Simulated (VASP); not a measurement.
# Se (Pm-3m) in VASP: settings compared

The runs below take Se through single point, relaxation of cell and atoms, with revPBE, LDA, PBE.

Everything below comes from runs of VASP 6.6.1. Logs are shortened: lines on timing, memory, paths and dates and some standing lists are left out, and cuts for length are marked.

**1. The cell of the first run**

Symmetry: Pm-3m, No. 221, cubic system. Conventional cell: a = 2.854 Å, b = 2.854 Å, c = 2.854 Å, α = 90.00°, β = 90.00°, γ = 90.00°. Se (site symmetry m-3m) has 6 Se at 2.85 Å within 3.8 Å.

**2. Single point, revPBE**

INCAR reads:

```
  PREC = Accurate
  ENCUT = 520
  EDIFF = 1E-7
  ISMEAR = -1
  SIGMA = 0.05
  LREAL = False
  LASPH = True
  NELM = 60
  ALGO = Normal
  ISIF = 2
  LWAVE = False
  LCHARG = False
  GGA = RE
  NBANDS = 9
```

KPOINTS reads:

```
Automatic mesh
0
Gamma
  9 9 9
```

POSCAR reads:

```
Se
1.0
    2.8542626278      0.0000000000      0.0000000000
    0.0000000000      2.8542626278      0.0000000000
    0.0000000000      0.0000000000      2.8542626278
Se
1
Direct
    0.0000000000      0.0000000000      0.0000000000
```

Potentials or basis: VASP PAW PBE potentials, release 64 (Se).

The run is started by

```bash
$ cat potpaw_PBE.64/Se/POTCAR > POTCAR
$ mpirun -np 1 vasp_std > vasp.out
```

OUTCAR:

```text
PREC = Accurate
   ENCUT = 520
   EDIFF = 1E-7
   ISMEAR = -1
   LREAL = False
   LASPH = True
   NELM = 60
   ISIF = 2
   GGA = RE

 ion  position               nearest neighbor table
   1  0.000  0.000  0.000-

  LATTYP: Found a simple cubic cell.
 ALAT       =     2.8542626278

  Lattice vectors:

 A1 = (   2.8542626278,   0.0000000000,   0.0000000000)
 A2 = (   0.0000000000,   2.8542626278,   0.0000000000)
 A3 = (   0.0000000000,   0.0000000000,   2.8542626278)

Analysis of symmetry for initial positions (statically):
=====================================================================
 Subroutine PRICEL returns:
 Original cell was already a primitive cell.

 Routine SETGRP: Setting up the symmetry group for a
 simple cubic supercell.

 Subroutine GETGRP returns: Found 48 space group operations
 (whereof 48 operations were pure point group operations)
 out of a pool of 48 trial point group operations.

The static configuration has the point symmetry O_h .

Analysis of symmetry for dynamics (positions and initial velocities):
=====================================================================
 Subroutine PRICEL returns:
 Original cell was already a primitive cell.

 Routine SETGRP: Setting up the symmetry group for a
 simple cubic supercell.

 Subroutine GETGRP returns: Found 48 space group operations
 (whereof 48 operations were pure point group operations)
 out of a pool of 48 trial point group operations.

The dynamic configuration has the point symmetry O_h .

 Subroutine INISYM returns: Found 48 space group operations
 (whereof 48 operations are pure point group operations),
 and found     1 'primitive' translations

----------------------------------------------------------------------------------------

                                     Primitive cell

  volume of cell :      23.2532

  direct lattice vectors                    reciprocal lattice vectors
     2.854262628  0.000000000  0.000000000     0.350353184  0.000000000  0.000000000
     0.000000000  2.854262628  0.000000000     0.000000000  0.350353184  0.000000000
     0.000000000  0.000000000  2.854262628     0.000000000  0.000000000  0.350353184

  length of vectors
     2.854262628  2.854262628  2.854262628     0.350353184  0.350353184  0.350353184

  position of ions in fractional coordinates (direct lattice)
     0.000000000  0.000000000  0.000000000

  ion indices of the primitive-cell ions
   primitive index   ion index
                 1           1

----------------------------------------------------------------------------------------

 KPOINTS: Automatic mesh

Automatic generation of k-mesh.
 Grid dimensions read from file:
 generate k-points for:    9    9    9

 Generating k-lattice:

  Cartesian coordinates                     Fractional coordinates (reciprocal lattice)
     0.038928132  0.000000000  0.000000000     0.111111111  0.000000000  0.000000000
     0.000000000  0.038928132  0.000000000     0.000000000  0.111111111  0.000000000
     0.000000000  0.000000000  0.038928132     0.000000000  0.000000000  0.111111111

  Length of vectors
     0.038928132  0.038928132  0.038928132

  Shift w.r.t. Gamma in fractional coordinates (k-lattice)
     0.000000000  0.000000000  0.000000000

 Subroutine IBZKPT returns following result:
 ===========================================

 Found     35 irreducible k-points:

 Following reciprocal coordinates:
            Coordinates               Weight
  0.000000  0.000000  0.000000      1.000000
  0.111111  0.000000  0.000000      6.000000
  0.222222  0.000000  0.000000      6.000000
  0.333333  0.000000  0.000000      6.000000
  0.444444  0.000000  0.000000      6.000000
  0.111111  0.111111  0.000000     12.000000
[... 16 lines left out ...]
  0.333333  0.333333  0.111111     24.000000
  0.444444  0.333333  0.111111     48.000000
 [... further k-points ...]
   k-points           NKPTS =     35   k-points in BZ     NKDIM =     35   number of bands    NBANDS=      9
   number of dos      NEDOS =    301   number of ions     NIONS =      1
   total plane-waves  NPLWV =  13824
   dimension x,y,z NGX =    24 NGY =   24 NGZ =   24
   dimension x,y,z NGXF=    48 NGYF=   48 NGZF=   48
   ions per type =               1
   NGX,Y,Z   is equivalent  to a cutoff of  13.98, 13.98, 13.98 a.u.
   NGXF,Y,Z  is equivalent  to a cutoff of  27.96, 27.96, 27.96 a.u.
 SYSTEM =  unknown system
   PREC   = accura    normal or accurate (medium, high low for compatibility)
   ISTART =      0    job   : 0-new  1-cont  2-samecut
   ICHARG =      2    charge: 1-file 2-atom 10-const
   ISPIN  =      1    spin polarized calculation?
   LNONCOLLINEAR =      F non collinear calculations
   LSORBIT =      F    spin-orbit coupling
   LASPH  =      T    aspherical Exc in radial PAW
   ENCUT  =  520.0 eV  38.22 Ry    6.18 a.u.   5.31  5.31  5.31*2*pi/ulx,y,z
   NELM   =     60;   NELMIN=  2; NELMDL= -5     # of ELM steps
   EDIFF  = 0.1E-06   stopping-criterion for ELM
   LREAL  =      F    real-space projection
   EDIFFG = 0.1E-05   stopping-criterion for IOM
   NSW    =      0    number of steps for IOM
   IBRION =     -1    ionic relax: 0-MD 1-quasi-New 2-CG
   NFREE  =      0    steps in history (QN), initial steepest desc. (CG)
   ISIF   =      2    stress and relaxation
   ISYM   =      2    0-nonsym 1-usesym 2-fastsym
   POTIM  = 0.5000    time-step for ionic-motion
   TEBEG  =    0.0;   TEEND  =   0.0 temperature during run
   PSTRESS=    0.0 pullay stress
   NELECT =       6.0000    total number of electrons
   NUPDOWN=      -1.0000    fix difference up-down
   EMIN   =  10.00;   EMAX   =-10.00  energy-range for DOS
   EFERMI =   0.00;   METHOD = LEGACY
   ISMEAR =    -1;   SIGMA  =   0.05  broadening in eV -4-tet -1-fermi 0-gaus
   EFERMI_NEDOS =   21; number of points for ismear=-14 and -15
   IALGO  =     38    algorithm
   IMIX   =      4    mixing-type and parameters
     AMIX     =   0.40;   BMIX     =  1.00
     AMIX_MAG =   1.60;   BMIX_MAG =  1.00
  volume/ion in A,a.u.               =      23.25       156.92
  Fermi-wavevector in a.u.,A,eV,Ry     =   1.042233  1.969534 14.779312  1.086249
  Thomas-Fermi vector in A             =   2.176889
   LORBIT       =      0    0 simple, 1 ext, 2 COOP (PROOUT), +10 PAW based schemes
   GGA     = RE    functional components
   LHFCALC =     F    Hartree Fock is set to
   AEXX    =    0.0000 exact exchange contribution
   IVDW    =     0    specifies the selected vdW correction
   LEPSILON=     F    determine dielectric tensor
   LRPA    =     F    only Hartree local field effects (RPA)
 non-spin polarized calculation
  energy-cutoff  :      520.00
  volume of cell :       23.25
 maximum number of plane-waves:       647
 NGX is ok and might be reduce to    24
   NGX = 11   NGY = 11   NGZ = 11

 number of electron       5.9999999 magnetization

 Free energy of the ion-electron system (eV)
  ---------------------------------------------------
  ext. energy  EPLUGINS =         0.00000000
  ---------------------------------------------------
  free energy    TOTEN  =        -2.99237407 eV

  energy without entropy =       -2.98626180  energy(sigma->0) =       -2.98931793

 E-fermi :   4.4318     XC(G=0):  -9.7032

 val. band max:        4.3668173070   @ k =   0.1111   0.1111   0.0000
 cond. band min:       4.4800116278   @ k =   0.1111   0.1111   0.1111
 fundamental gap:      0.1131943208
 Fermi energy:         4.4317708087

 k-point     1 :       0.0000    0.0000    0.0000
  band No.  band energies     occupation
      1     -11.3435      2.00000
      2       5.7829      0.00000
      3       5.7829      0.00000
      4       5.7829      0.00000
      5      12.2342      0.00000
      6      12.2342      0.00000
      7      12.2820      0.00000
      8      26.2898      0.00000
      9      26.2898      0.00000

 k-point     2 :       0.1111    0.0000    0.0000
  band No.  band energies     occupation
      1     -11.1761      2.00000
      2       4.2090      1.97702
      3       5.9133      0.00000
      4       5.9133      0.00000
      5      12.4057      0.00000
      6      12.4725      0.00000
      7      14.1832      0.00000
      8      23.9717      0.00000
      9      23.9717      0.00000

 k-point     3 :       0.2222    0.0000    0.0000
  band No.  band energies     occupation
      1     -10.7022      2.00000
      2       1.6071      2.00000
      3       6.2689      0.00000
      4       6.2689      0.00000
      5      12.8956      0.00000
      6      13.0863      0.00000
      7      17.5945      0.00000
      8      21.2954      0.00000
      9      21.2954      0.00000

 k-point     4 :       0.3333    0.0000    0.0000
  band No.  band energies     occupation
      1     -10.0350      2.00000
      2      -0.6580      2.00000
      3       6.7295      0.00000
      4       6.7295      0.00000
      5      13.5997      0.00000
      6      14.0923      0.00000
      7      18.8930      0.00000
      8      19.2265      0.00000
      9      19.2265      0.00000
[... 205 lines left out ...]
 k-point    22 :       0.4444    0.2222    0.1111
  band No.  band energies     occupation
      1      -8.6706      2.00000
      2      -1.2731      2.00000
      3       3.4020      2.00000
      4       6.2080      0.00000
      5      11.8080      0.00000
      6      15.6527      0.00000
      7      17.2773      0.00000
      8      19.7228      0.00000
      9      22.0356      0.00000

 k-point    23 :       0.3333    0.3333    0.1111
  band No.  band energies     occupation
      1      -8.5683      2.00000
      2       0.6926      2.00000
      3       0.7458      2.00000
      4       6.3025      0.00000
      5      10.8584      0.00000
      6      16.4550      0.00000
      7      18.0029      0.00000
      8      18.4757      0.00000
      9      24.0050      0.00000

 k-point    24 :       0.4444    0.3333    0.1111
  band No.  band energies     occupation
      1      -8.0089      2.00000
      2      -0.6510      2.00000
      3       1.2148      2.00000
      4       6.6849      0.00000
      5       9.5475      0.00000
      6      16.3566      0.00000
      7      17.6557      0.00000
      8      19.0317      0.00000
      9      23.9121      0.00000

 [... further k-points ...]
[... 5 lines left out ...]
  --------------------------------------------------------------------------------------
  -------------------------------------------------------------------------------------
  Total       -0.0014598     -0.0014598     -0.0014598      0.0000000      0.0000000      0.0000000
  in kB       -0.1005840     -0.1005840     -0.1005840      0.0000000      0.0000000      0.0000000
  external PRESSURE =      -0.1005840 kB  Pullay stress =       0.0000000 kB

 VOLUME and BASIS-vectors are now :
 -----------------------------------------------------------------------------
  energy-cutoff  :      520.00
  volume of cell :       23.25
      direct lattice vectors                 reciprocal lattice vectors
     2.854262628  0.000000000  0.000000000     0.350353184  0.000000000  0.000000000
     0.000000000  2.854262628  0.000000000     0.000000000  0.350353184  0.000000000
     0.000000000  0.000000000  2.854262628     0.000000000  0.000000000  0.350353184

 POSITION                                       TOTAL-FORCE (eV/Angst)
 -----------------------------------------------------------------------------------
      0.00000      0.00000      0.00000         0.000000      0.000000      0.000000
 -----------------------------------------------------------------------------------
    total drift:                                0.000000      0.000000      0.000000

  FREE ENERGIE OF THE ION-ELECTRON SYSTEM (eV)
  ---------------------------------------------------
  free  energy   TOTEN  =        -2.9923740653 eV

  energy  without entropy=       -2.9862618030  energy(sigma->0) =       -2.98931793
```

Run time: 3.8 s. Hardware: 1 thread of Intel Xeon Platinum 8488C (Sapphire Rapids), shared host; peak memory 0.13 GiB.

Results:

- Free energy: -2.9924 eV
- Pressure: 0.0 GPa
- Band gap on the k mesh: zero (band 3 reaches 7.07 eV, above the bottom of band 4 at 1.31 eV)

Levels at points of the mesh, in eV from the Fermi level:
| k point | band 1 | band 2 | band 3 | band 4 | band 5 | band 6 |
| --- | --- | --- | --- | --- | --- | --- |
| (0.00, 0.00, 0.00) | -15.78 | 1.35 | 1.35 | 1.35 | 7.80 | 7.80 |

Caveat: the PAW data sets were made with another functional, which shifts forces and pressure a little.

**3. Relaxation of cell and atoms, LDA**

This run uses another cell than the first one, of 22.20 Å³/atom, 0.955 times its volume.

INCAR reads:

```
ALGO = Normal
EDIFF = 1E-6
EDIFFG = -0.01
ENCUT = 600
IBRION = 2
ISIF = 3
ISMEAR = -1
LASPH = True
LCHARG = False
LREAL = False
LWAVE = False
NELM = 60
NSW = 60
PREC = Accurate
SIGMA = 0.05
```

KPOINTS reads:

```
k-points
0
Gamma
  9 9 9
```

POSCAR reads:

```
Se
1.0
    2.8105630200      0.0000000000      0.0000000000
    0.0000000000      2.8105630200      0.0000000000
    0.0000000000      0.0000000000      2.8105630200
Se
1
Direct
    0.0000000000      0.0000000000      0.0000000000
```

Potentials or basis: VASP PAW LDA potentials, release 64 (Se).

The run is started by

```bash
$ cat potpaw_LDA.64/Se/POTCAR > POTCAR
$ mpirun -np 1 vasp_std > vasp.out
```

Run time: 4.5 s. Hardware: 1 thread of Intel Xeon Platinum 8488C (Sapphire Rapids), shared host; peak memory 0.12 GiB.

Results (log left out):

```
Free energy                            : -4.0805 eV
Relaxed volume                         : 21.37 Å³/atom
Relaxed cell                           : a = 2.775 Å, b = 2.775 Å, c = 2.775 Å, α = 90.00°, β = 90.00°, γ = 90.00°
Space group after relaxing (to 0.05 Å) : Pm-3m (No. 221)
Energy gained by relaxing              : 7.9 meV/atom
Ionic steps                            : 3
Pressure after relaxing                : 0.0 GPa
Band gap on the k mesh                 : zero (band 3 reaches 8.39 eV, above the bottom of band 4 at 2.04 eV)
```

Step by step:
```csv
step,energy change (eV),largest force (eV/Å),pressure (GPa),volume (Å³)
1,0.0000,0.0000,-2.95,22.20
2,-0.0053,0.0000,1.89,20.91
3,-0.0079,0.0000,-0.01,21.37
```

Final structure:
```
Se
1.0
     2.77507    0.00000    0.00000
     0.00000    2.77507    0.00000
     0.00000    0.00000    2.77507
Se
1
Direct
  0.00000 0.00000 0.00000
```

Levels at points of the mesh, in eV from the Fermi level:
```tsv
k point	band 1	band 2	band 3	band 4	band 5	band 6	band 7
(0.00, 0.00, 0.00)	-16.54	1.47	1.47	1.47	7.71	7.71	7.95
```

[end of part 1 of 2]
